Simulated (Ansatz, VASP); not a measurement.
## Two plane-wave programs on In4Sb3As

File INCAR:

```
SYSTEM = In4Sb3As
PREC     = Accurate       ! precision mode
ENCUT    = 520            ! plane-wave cutoff, eV
EDIFF    = 1E-6           ! SCF threshold, eV
ISMEAR   = 0              ! smearing method
SIGMA    = 0.2            ! smearing width, eV
LREAL    = .False.        ! projectors in reciprocal space
LASPH    = .True.         ! aspherical terms in the spheres
NELM     = 80             ! most SCF steps
ALGO     = Normal         ! electronic algorithm
ISIF     = 2              ! what is computed and relaxed
LWAVE    = .False.        ! write WAVECAR
LCHARG   = .False.        ! write CHGCAR
GGA      = PE             ! functional
NBANDS   = 46             ! bands
```

Contents of KPOINTS:

```
regular mesh
0
Gamma
  4 4 4
  0 0 0
```

Contents of POSCAR:

```
In4Sb3As
1.0
    6.5261801935      0.0000000000      0.0000000000
    0.0000000000      6.5261801935      0.0000000000
    0.0000000000      0.0000000000      6.5261801935
In Sb As
4 3 1
Direct
    0.2416652626      0.7583347374      0.2416652626
    0.2416652626      0.2416652626      0.7583347374
    0.7583347374      0.7583347374      0.7583347374
    0.7583347374      0.2416652626      0.2416652626
    1.0000000000      0.5000000000      0.5000000000
    0.5000000000      0.5000000000      0.0000000000
    0.5000000000      0.0000000000      0.5000000000
    0.0000000000      0.0000000000      0.0000000000
```

Input for Ansatz:

```yaml
crystal:
  lattice:
    - [6.5261801935, 0.0, 0.0]
    - [0.0, 6.5261801935, 0.0]
    - [0.0, 0.0, 6.5261801935]
  atoms:
    - { symbol: In, position: [0.2416652626, 0.7583347374, 0.2416652626] }
    - { symbol: In, position: [0.2416652626, 0.2416652626, 0.7583347374] }
    - { symbol: In, position: [0.7583347374, 0.7583347374, 0.7583347374] }
    - { symbol: In, position: [0.7583347374, 0.2416652626, 0.2416652626] }
    - { symbol: Sb, position: [1.0, 0.5, 0.5] }
    - { symbol: Sb, position: [0.5, 0.5, 0.0] }
    - { symbol: Sb, position: [0.5, 0.0, 0.5] }
    - { symbol: As, position: [0.0, 0.0, 0.0] }
basis:
  ecutwfc: 420
kpoints:
  mp_grid: { grid: [4, 4, 4] }
hamiltonian:
  xc: pbe
scf:
  occupations: { method: gaussian, width: 0.2 }
  lower_state_search: "off"
output:
  forces: true
  stress: true
  eigenvalues: true
```

Alike in both runs: task single point; functional PBE; k mesh 4 × 4 × 4; occupations gaussian, width 0.2 eV; no spin polarisation.

```csv
,VASP,Ansatz
version,VASP 6.6.1,Ansatz 0.2.0
potentials or method,"VASP PAW PBE potentials, release 64 (In_d, Sb, As), cutoff 520 eV","scalar-relativistic, plane waves, PAW"
valence electrons in the cell,72,112
```

```csv
,VASP,Ansatz,Ansatz less VASP
gap on the k mesh at the Fermi level (eV),none,none,-
pressure (GPa),0.0,0.0,+0.01
rms of the force components (eV/Å),0.004,0.006,+0.0021
```

Atom by atom the forces differ by 0.002 eV/Å (rms over components). A gap of «none» marks a metal or a gap that the smearing closes. VASP's potentials hold 72 valence electrons a cell and Ansatz's 112, so a difference there can come from the potentials and not from the codes.

Neither program's run includes spin-orbit coupling.
